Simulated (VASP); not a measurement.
# InP (Fm-3m) in VASP: further runs

InP is run at these levels: LDA, PBEsol, PBE+D3(BJ), PBE+D4, revPBE; tasks: single point.

All numbers are computed with VASP 6.6.1; they aren't measurements. Logs are shortened: lines on timing, memory, paths and dates and some standing lists are left out, and cuts for length are marked.

## Step 1: The cell of the first run

Symmetry: Fm-3m, No. 225, cubic system. Conventional cell: a = 5.646 Å, b = 5.646 Å, c = 5.646 Å, α = 90.00°, β = 90.00°, γ = 90.00°. In (site symmetry m-3m) has 6 P at 2.82 Å within 3.7 Å. Within 3.7 Å of P (site symmetry m-3m) lie 6 In at 2.82 Å.

## Step 2: Single point, LDA (volume scaled by 1.06)

File INCAR:

```
PREC = Accurate
ENCUT = 520
EDIFF = 1E-6
ISMEAR = -1
SIGMA = 0.05
LREAL = F
LASPH = T
NELM = 100
ALGO = Normal
ISIF = 2
LWAVE = F
LCHARG = T
GGA = CA
LELF = T
LVHAR = T
NBANDS = 16
```

File KPOINTS:

```
Automatic mesh
0
Gamma
  8 8 8
```

File POSCAR:

```
InP
1.0
    0.0000000000      2.8231386496      2.8231386496
    2.8231386496      0.0000000000      2.8231386496
    2.8231386496      2.8231386496      0.0000000000
In P
1 1
Direct
    0.0000000000      0.0000000000      0.0000000000
    0.5000000000      0.5000000000      0.5000000000
```

Potentials or basis: VASP PAW LDA potentials, release 64 (In_d, P).

Run with:

```console
> cat potpaw_LDA.64/In_d/POTCAR potpaw_LDA.64/P/POTCAR > POTCAR
> mpirun -np 1 vasp_std > vasp.out
```

OUTCAR:

```text
PREC = Accurate
   ENCUT = 520
   EDIFF = 1E-6
   ISMEAR = -1
   LREAL = F
   LASPH = T
   NELM = 100
   ISIF = 2
   GGA = CA

 ion  position               nearest neighbor table
   1  0.000  0.000  0.000-   2 2.82   2 2.82   2 2.82   2 2.82   2 2.82   2 2.82
   2  0.500  0.500  0.500-   1 2.82   1 2.82   1 2.82   1 2.82   1 2.82   1 2.82

  LATTYP: Found a face centered cubic cell.
 ALAT       =     5.6462772992

  Lattice vectors:

 A1 = (   0.0000000000,   2.8231386496,   2.8231386496)
 A2 = (   2.8231386496,   0.0000000000,   2.8231386496)
 A3 = (   2.8231386496,   2.8231386496,   0.0000000000)

Analysis of symmetry for initial positions (statically):
=====================================================================
 Subroutine PRICEL returns:
 Original cell was already a primitive cell.

 Routine SETGRP: Setting up the symmetry group for a
 face centered cubic supercell.

 Subroutine GETGRP returns: Found 48 space group operations
 (whereof 48 operations were pure point group operations)
 out of a pool of 48 trial point group operations.

The static configuration has the point symmetry O_h .

Analysis of symmetry for dynamics (positions and initial velocities):
=====================================================================
 Subroutine PRICEL returns:
 Original cell was already a primitive cell.

 Routine SETGRP: Setting up the symmetry group for a
 face centered cubic supercell.

 Subroutine GETGRP returns: Found 48 space group operations
 (whereof 48 operations were pure point group operations)
 out of a pool of 48 trial point group operations.

The dynamic configuration has the point symmetry O_h .

 Subroutine INISYM returns: Found 48 space group operations
 (whereof 48 operations are pure point group operations),
 and found     1 'primitive' translations

----------------------------------------------------------------------------------------

                                     Primitive cell

  volume of cell :      45.0015

  direct lattice vectors                    reciprocal lattice vectors
     0.000000000  2.823138650  2.823138650    -0.177107844  0.177107844  0.177107844
     2.823138650  0.000000000  2.823138650     0.177107844 -0.177107844  0.177107844
     2.823138650  2.823138650  0.000000000     0.177107844  0.177107844 -0.177107844

  length of vectors
     3.992520967  3.992520967  3.992520967     0.306759785  0.306759785  0.306759785

  position of ions in fractional coordinates (direct lattice)
     0.000000000  0.000000000  0.000000000
     0.500000000  0.500000000  0.500000000

  ion indices of the primitive-cell ions
   primitive index   ion index
                 1           1
                 2           2

----------------------------------------------------------------------------------------

 KPOINTS: Automatic mesh

Automatic generation of k-mesh.
 Grid dimensions read from file:
 generate k-points for:    8    8    8

 Generating k-lattice:

  Cartesian coordinates                     Fractional coordinates (reciprocal lattice)
    -0.022138481  0.022138481  0.022138481     0.125000000  0.000000000  0.000000000
     0.022138481 -0.022138481  0.022138481     0.000000000  0.125000000  0.000000000
     0.022138481  0.022138481 -0.022138481     0.000000000  0.000000000  0.125000000

  Length of vectors
     0.038344973  0.038344973  0.038344973

  Shift w.r.t. Gamma in fractional coordinates (k-lattice)
     0.000000000  0.000000000  0.000000000

 Subroutine IBZKPT returns following result:
 ===========================================

 Found     29 irreducible k-points:

 Following reciprocal coordinates:
            Coordinates               Weight
  0.000000  0.000000  0.000000      1.000000
  0.125000  0.000000  0.000000      8.000000
  0.250000  0.000000  0.000000      8.000000
  0.375000  0.000000  0.000000      8.000000
  0.500000  0.000000  0.000000      4.000000
  0.125000  0.125000  0.000000      6.000000
[... 16 lines left out ...]
  0.500000  0.250000  0.125000     48.000000
 -0.375000  0.250000  0.125000     24.000000
 [... further k-points ...]
   k-points           NKPTS =     29   k-points in BZ     NKDIM =     29   number of bands    NBANDS=     16
   number of dos      NEDOS =    301   number of ions     NIONS =      2
   total plane-waves  NPLWV =  27000
   dimension x,y,z NGX =    30 NGY =   30 NGZ =   30
   dimension x,y,z NGXF=    60 NGYF=   60 NGZF=   60
   ions per type =               1   1
   NGX,Y,Z   is equivalent  to a cutoff of  12.49, 12.49, 12.49 a.u.
   NGXF,Y,Z  is equivalent  to a cutoff of  24.98, 24.98, 24.98 a.u.
 SYSTEM =  unknown system
   PREC   = accura    normal or accurate (medium, high low for compatibility)
   ISTART =      0    job   : 0-new  1-cont  2-samecut
   ICHARG =      2    charge: 1-file 2-atom 10-const
   ISPIN  =      1    spin polarized calculation?
   LNONCOLLINEAR =      F non collinear calculations
   LSORBIT =      F    spin-orbit coupling
   LASPH  =      T    aspherical Exc in radial PAW
   ENCUT  =  520.0 eV  38.22 Ry    6.18 a.u.   7.42  7.42  7.42*2*pi/ulx,y,z
   NELM   =    100;   NELMIN=  2; NELMDL= -5     # of ELM steps
   EDIFF  = 0.1E-05   stopping-criterion for ELM
   LREAL  =      F    real-space projection
   EDIFFG = 0.1E-04   stopping-criterion for IOM
   NSW    =      0    number of steps for IOM
   IBRION =     -1    ionic relax: 0-MD 1-quasi-New 2-CG
   NFREE  =      0    steps in history (QN), initial steepest desc. (CG)
   ISIF   =      2    stress and relaxation
   ISYM   =      2    0-nonsym 1-usesym 2-fastsym
   POTIM  = 0.5000    time-step for ionic-motion
   TEBEG  =    0.0;   TEEND  =   0.0 temperature during run
   PSTRESS=    0.0 pullay stress
   NELECT =      18.0000    total number of electrons
   NUPDOWN=      -1.0000    fix difference up-down
   EMIN   =  10.00;   EMAX   =-10.00  energy-range for DOS
   EFERMI =   0.00;   METHOD = LEGACY
   ISMEAR =    -1;   SIGMA  =   0.05  broadening in eV -4-tet -1-fermi 0-gaus
   EFERMI_NEDOS =   21; number of points for ismear=-14 and -15
   IALGO  =     38    algorithm
   IMIX   =      4    mixing-type and parameters
     AMIX     =   0.40;   BMIX     =  1.00
     AMIX_MAG =   1.60;   BMIX_MAG =  1.00
  volume/ion in A,a.u.               =      22.50       151.84
  Fermi-wavevector in a.u.,A,eV,Ry     =   1.206211  2.279409 19.795744  1.454946
  Thomas-Fermi vector in A             =   2.341885
   LORBIT       =      0    0 simple, 1 ext, 2 COOP (PROOUT), +10 PAW based schemes
   GGA     = CA    functional components
   LHFCALC =     F    Hartree Fock is set to
   AEXX    =    0.0000 exact exchange contribution
   IVDW    =     0    specifies the selected vdW correction
   LEPSILON=     F    determine dielectric tensor
   LRPA    =     F    only Hartree local field effects (RPA)
 non-spin polarized calculation
  energy-cutoff  :      520.00
  volume of cell :       45.00
 maximum number of plane-waves:      1243
 NGX is ok and might be reduce to    30
   NGX = 15   NGY = 15   NGZ = 15

 number of electron      17.9999993 magnetization

 Free energy of the ion-electron system (eV)
  ---------------------------------------------------
  ext. energy  EPLUGINS =         0.00000000
  ---------------------------------------------------
  free energy    TOTEN  =        -9.16398591 eV

  energy without entropy =       -9.14983098  energy(sigma->0) =       -9.15690845

 E-fermi :   6.2018     XC(G=0): -10.3776

 val. band max:        6.1855329839   @ k =  -0.3750   0.1250   0.0000
 cond. band min:       6.2085431514   @ k =   0.3750   0.2500   0.0000
 fundamental gap:      0.0230101675
 Fermi energy:         6.2017905938

 k-point     1 :       0.0000    0.0000    0.0000
  band No.  band energies     occupation
      1      -7.9407      2.00000
      2      -7.9407      2.00000
      3      -7.9202      2.00000
      4      -7.9202      2.00000
      5      -7.9202      2.00000
      6      -5.4385      2.00000
[... 8 lines left out ...]
     15      14.0953      0.00000
     16      14.0953      0.00000

 k-point     2 :       0.1250    0.0000    0.0000
  band No.  band energies     occupation
      1      -7.9467      2.00000
      2      -7.9467      2.00000
      3      -7.9203      2.00000
      4      -7.9115      2.00000
      5      -7.9115      2.00000
      6      -5.2562      2.00000
[... 8 lines left out ...]
     15      13.8454      0.00000
     16      14.1470      0.00000

 k-point     3 :       0.2500    0.0000    0.0000
  band No.  band energies     occupation
      1      -7.9645      2.00000
      2      -7.9645      2.00000
      3      -7.9219      2.00000
      4      -7.8872      2.00000
      5      -7.8872      2.00000
      6      -4.7318      2.00000
[... 8 lines left out ...]
     15      14.7833      0.00000
     16      14.7833      0.00000

 k-point     4 :       0.3750    0.0000    0.0000
  band No.  band energies     occupation
      1      -7.9829      2.00000
      2      -7.9829      2.00000
      3      -7.9250      2.00000
      4      -7.8620      2.00000
      5      -7.8620      2.00000
      6      -3.9857      2.00000
[... 8 lines left out ...]
     15      16.2332      0.00000
     16      16.2332      0.00000

 k-point     5 :       0.5000    0.0000    0.0000
  band No.  band energies     occupation
      1      -7.9905      2.00000
      2      -7.9905      2.00000
      3      -7.9265      2.00000
      4      -7.8514      2.00000
      5      -7.8514      2.00000
      6      -3.5186      2.00000
[... 8 lines left out ...]
     15      17.3292      0.00000
     16      17.3292      0.00000

 k-point     6 :       0.1250    0.1250    0.0000
  band No.  band energies     occupation
      1      -7.9626      2.00000
      2      -7.9349      2.00000
      3      -7.9268      2.00000
      4      -7.9071      2.00000
      5      -7.9071      2.00000
      6      -5.1902      2.00000
[... 8 lines left out ...]
     15      15.3695      0.00000
     16      15.3695      0.00000

 k-point     7 :       0.2500    0.1250    0.0000
  band No.  band energies     occupation
      1      -7.9894      2.00000
      2      -7.9411      2.00000
      3      -7.9287      2.00000
      4      -7.8928      2.00000
      5      -7.8847      2.00000
      6      -4.7661      2.00000
[... 8 lines left out ...]
     15      15.6950      0.00000
     16      15.7373      0.00000

 k-point     8 :       0.3750    0.1250    0.0000
  band No.  band energies     occupation
      1      -8.0117      2.00000
      2      -7.9596      2.00000
      3      -7.9241      2.00000
      4      -7.8776      2.00000
      5      -7.8591      2.00000
      6      -4.0661      2.00000
[... 8 lines left out ...]
     15      16.6695      0.00000
     16      16.8724      0.00000

 k-point     9 :       0.5000    0.1250    0.0000
  band No.  band energies     occupation
      1      -8.0178      2.00000
      2      -7.9764      2.00000
      3      -7.9197      2.00000
      4      -7.8653      2.00000
      5      -7.8489      2.00000
      6      -3.4185      2.00000
[... 8 lines left out ...]
     15      17.4841      0.00000
     16      18.0987      0.00000
[... 172 lines left out ...]
 k-point    19 :       0.5000    0.3750    0.0000
  band No.  band energies     occupation
      1      -8.1638      2.00000
      2      -7.9544      2.00000
      3      -7.9121      2.00000
      4      -7.8369      2.00000
      5      -7.8310      2.00000
      6      -2.7735      2.00000
[... 8 lines left out ...]
     15      18.6919      0.00000
     16      19.1894      0.00000

 k-point    20 :      -0.3750    0.3750    0.0000
  band No.  band energies     occupation
      1      -8.1297      2.00000
      2      -7.9328      2.00000
      3      -7.9311      2.00000
      4      -7.8550      2.00000
      5      -7.8373      2.00000
      6      -2.6363      2.00000
[... 8 lines left out ...]
     15      17.2571      0.00000
     16      19.3445      0.00000

 k-point    21 :       0.5000    0.5000    0.0000
  band No.  band energies     occupation
      1      -8.1940      2.00000
      2      -7.9655      2.00000
      3      -7.9009      2.00000
      4      -7.8249      2.00000
      5      -7.8249      2.00000
      6      -2.5810      2.00000
[... 8 lines left out ...]
     15      18.2311      0.00000
     16      19.3997      0.00000

 k-point    22 :       0.3750    0.2500    0.1250
  band No.  band energies     occupation
      1      -8.0237      2.00000
      2      -7.9448      2.00000
      3      -7.9295      2.00000
      4      -7.8752      2.00000
      5      -7.8711      2.00000
      6      -4.2371      2.00000
[... 8 lines left out ...]
     15      16.9606      0.00000
     16      17.3297      0.00000

 k-point    23 :       0.5000    0.2500    0.1250
  band No.  band energies     occupation
      1      -8.0476      2.00000
      2      -7.9584      2.00000
      3      -7.9179      2.00000
      4      -7.8728      2.00000
      5      -7.8537      2.00000
      6      -3.5113      2.00000
[... 8 lines left out ...]
     15      17.1952      0.00000
     16      18.1189      0.00000

 k-point    24 :      -0.3750    0.2500    0.1250
  band No.  band energies     occupation
      1      -8.0559      2.00000
      2      -7.9654      2.00000
      3      -7.9070      2.00000
      4      -7.8791      2.00000
      5      -7.8451      2.00000
      6      -3.0782      2.00000
[... 8 lines left out ...]
     15      16.0045      0.00000
     16      18.5866      0.00000

 [... further k-points ...]
[... 5 lines left out ...]
  --------------------------------------------------------------------------------------
  -------------------------------------------------------------------------------------
  Total       -2.2953583     -2.2953583     -2.2953583      0.0000000      0.0000000      0.0000000
  in kB      -81.7211452    -81.7211452    -81.7211452      0.0000000      0.0000000      0.0000000
  external PRESSURE =     -81.7211452 kB  Pullay stress =       0.0000000 kB

 VOLUME and BASIS-vectors are now :
 -----------------------------------------------------------------------------
  energy-cutoff  :      520.00
  volume of cell :       45.00
      direct lattice vectors                 reciprocal lattice vectors
     0.000000000  2.823138650  2.823138650    -0.177107844  0.177107844  0.177107844
     2.823138650  0.000000000  2.823138650     0.177107844 -0.177107844  0.177107844
     2.823138650  2.823138650  0.000000000     0.177107844  0.177107844 -0.177107844

 POSITION                                       TOTAL-FORCE (eV/Angst)
 -----------------------------------------------------------------------------------
      0.00000      0.00000      0.00000         0.000000     -0.000000     -0.000000
      2.82314      2.82314      2.82314        -0.000000      0.000000      0.000000
 -----------------------------------------------------------------------------------
    total drift:                               -0.000000      0.000000      0.000000

  FREE ENERGIE OF THE ION-ELECTRON SYSTEM (eV)
  ---------------------------------------------------
  free  energy   TOTEN  =        -9.1639859141 eV

  energy  without entropy=       -9.1498309790  energy(sigma->0) =       -9.15690845
```

Wall time 19 s (1 thread of Intel Xeon 6975P-C, shared host); peak memory 0.15 GiB.

What came out:

```yaml
Free_energy: -9.1640 eV
Pressure: -8.2 GPa
Band_gap_on_the_k_mesh: zero (band 9 reaches 6.45 eV, above the bottom of band 10 at 4.00 eV)
```

Levels at points of the mesh, in eV from the Fermi level:
```
           k point  band 5  band 6  band 7  band 8  band 9  band 10  band 11  band 12  band 13  band 14
(0.00, 0.00, 0.00)  -14.12  -11.64   -0.28   -0.28   -0.28    -0.13     7.05     7.05     7.05     7.89
(0.50, 0.00, 0.00)  -14.05   -9.72   -6.45    0.11    0.11     2.30     3.27     3.27     4.58    10.63
(0.50, 0.50, 0.00)  -14.03   -8.78   -4.66   -2.76   -2.20    -2.20     3.89     9.16     9.16     9.46
```

Caveat: the cell differs from its parent crystal (volume scaled by 1.06); spin-orbit coupling is left out, which moves the levels of the heavy elements.

## Step 3: Single point, PBEsol (volume scaled by 1.06)

File INCAR:

```
SYSTEM = InP
PREC = Accurate
ENCUT = 520
EDIFF = 1E-6
ISMEAR = -1
SIGMA = 0.05
LREAL = .False.
LASPH = .True.
NELM = 60
ALGO = Normal
ISIF = 2
LWAVE = .False.
LCHARG = .False.
GGA = PS
NBANDS = 16
```

File KPOINTS:

```
Automatic mesh
0
Gamma
  8 8 8
  0 0 0
```

POSCAR is that of step 2.

Potentials or basis: VASP PAW PBE potentials, release 64 (In_d, P).

Run with:

```console
> cat potpaw_PBE.64/In_d/POTCAR potpaw_PBE.64/P/POTCAR > POTCAR
> mpirun -np 1 vasp_std > vasp.out
```

Wall time 23 s (1 thread of Intel Xeon 6975P-C, shared host); peak memory 0.17 GiB.

It converged, with:

```
Free energy            : -8.6913 eV
Pressure               : -6.7 GPa
Band gap on the k mesh : zero (band 9 reaches 6.53 eV, above the bottom of band 10 at 4.08 eV)
```

Levels at points of the mesh, in eV from the Fermi level:
| k point | band 6 | band 7 | band 8 | band 9 | band 10 | band 11 | band 12 | band 13 |
| --- | --- | --- | --- | --- | --- | --- | --- | --- |
| (0.00, 0.00, 0.00) | -11.67 | -0.29 | -0.29 | -0.29 | -0.04 | 6.98 | 6.98 | 6.98 |
| (0.50, 0.00, 0.00) | -9.76 | -6.45 | 0.09 | 0.09 | 2.29 | 3.29 | 3.29 | 4.64 |
| (0.50, 0.50, 0.00) | -8.81 | -4.70 | -2.69 | -2.23 | -2.23 | 3.80 | 9.25 | 9.25 |

Caveat: the cell differs from its parent crystal (volume scaled by 1.06); the PAW data sets were made with another functional, which shifts forces and pressure a little; spin-orbit coupling is left out, which moves the levels of the heavy elements.

## Step 4: Single point, PBE+D3(BJ)

This run uses another cell than the first one, of 20.41 Å³/atom, 0.907 times its volume.

File INCAR:

```
SYSTEM = InP
PREC     = Accurate       ! precision mode
ENCUT    = 520            ! plane-wave cutoff, eV
EDIFF    = 1E-6           ! SCF threshold, eV
ISMEAR   = -1             ! smearing method
SIGMA    = 0.05           ! smearing width, eV
LREAL    = .False.        ! projectors in reciprocal space
LASPH    = .True.         ! aspherical terms in the spheres
NELM     = 100            ! most SCF steps
ALGO     = Normal         ! electronic algorithm
ISIF     = 2              ! what is computed and relaxed
LWAVE    = .False.        ! write WAVECAR
LCHARG   = .False.        ! write CHGCAR
GGA      = PE             ! functional
IVDW     = 12             ! dispersion correction
NBANDS   = 16             ! bands
```

KPOINTS is that of step 3.

File POSCAR:

```
InP
1.0
    0.0000000000      2.7326778890      2.7326778890
    2.7326778890      0.0000000000      2.7326778890
    2.7326778890      2.7326778890      0.0000000000
In P
1 1
Direct
    0.0000000000      0.0000000000      0.0000000000
    0.5000000000      0.5000000000      0.5000000000
```

Run with:

```console
> cat potpaw_PBE.64/In_d/POTCAR potpaw_PBE.64/P/POTCAR > POTCAR
> mpirun -np 1 vasp_std > vasp.out
```

It took 59 s on 1 thread of AMD EPYC 7R13, shared host; peak memory 0.15 GiB.

Results (log left out):

* Free energy: -8.6803 eV
* Pressure: 0.0 GPa
* Band gap on the k mesh: zero (band 9 reaches 7.85 eV, above the bottom of band 10 at 5.08 eV)
* Dispersion energy per atom: -0.391 eV

Levels at points of the mesh, in eV from the Fermi level:
```
           k point  band 7  band 8  band 9  band 10  band 11  band 12
(0.00, 0.00, 0.00)   -0.42   -0.42   -0.42     0.74     6.99     6.99
(0.50, 0.00, 0.00)   -6.97    0.05    0.05     2.40     3.28     3.28
(0.50, 0.50, 0.00)   -5.31   -2.58   -2.58    -2.58     3.64    10.09
```

Caveat: spin-orbit coupling is left out, which moves the levels of the heavy elements; pairwise dispersion overbinds metals, which lowers pressure and volume.

(Continued in part 2 of 2.)
